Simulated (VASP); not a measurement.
Write the native input for VASP 6.6.1 that does the following.

- Task: single point
- Functional: PBE
- Potentials or basis: VASP PAW PBE potentials, release 64 (C)
- Cutoff: 520 eV
- k mesh: 32 × 32 × 32
- Occupations: gaussian, width 0.1 eV
- Spin: no spin polarisation
- Dipole correction: no
- Further INCAR settings: ALGO = Normal; EDIFF = 1e-07; NBANDS = 11

The structure of C lies in POSCAR:

```
C
1.0
   -1.1826558950      1.1826558950      2.0516764274
    1.1826558950     -1.1826558950      2.0516764274
    1.1826558950      1.1826558950     -2.0516764274
C
2
Direct
    0.8170564835      0.8170564835      0.0000000000
    0.1829435165      0.1829435165      0.0000000000
```

One way to write it, as run:

INCAR

```
SYSTEM = C
PREC     = Accurate       ! precision mode
ENCUT    = 520            ! plane-wave cutoff, eV
EDIFF    = 1E-7           ! SCF threshold, eV
ISMEAR   = 0              ! smearing method
SIGMA    = 0.1            ! smearing width, eV
LREAL    = .FALSE.        ! projectors in reciprocal space
LASPH    = .TRUE.         ! aspherical terms in the spheres
NELM     = 80             ! most SCF steps
ALGO     = Normal         ! electronic algorithm
ISIF     = 2              ! what is computed and relaxed
LWAVE    = .FALSE.        ! write WAVECAR
LCHARG   = .FALSE.        ! write CHGCAR
GGA      = PE             ! functional
NBANDS   = 11             ! bands
```

KPOINTS

```
regular mesh
0
G
  32 32 32
  0 0 0
```

Potentials or basis: VASP PAW PBE potentials, release 64 (C).

The run is started by

```sh
$ cat potpaw_PBE.64/C/POTCAR > POTCAR
$ mpirun -np 1 vasp_std > vasp.out
```

It gave:

```yaml
Pressure: 0.4 GPa
Largest_force: 0.036 eV/Å
Band_gap_on_the_k_mesh: zero (band 4 reaches 13.13 eV, above the bottom of band 5 at 6.07 eV)
```

It took 2.5 min on 1 thread of AMD EPYC 9R45 96-Core Processor (Zen 5), on a shared host, peak memory 0.3 GiB.
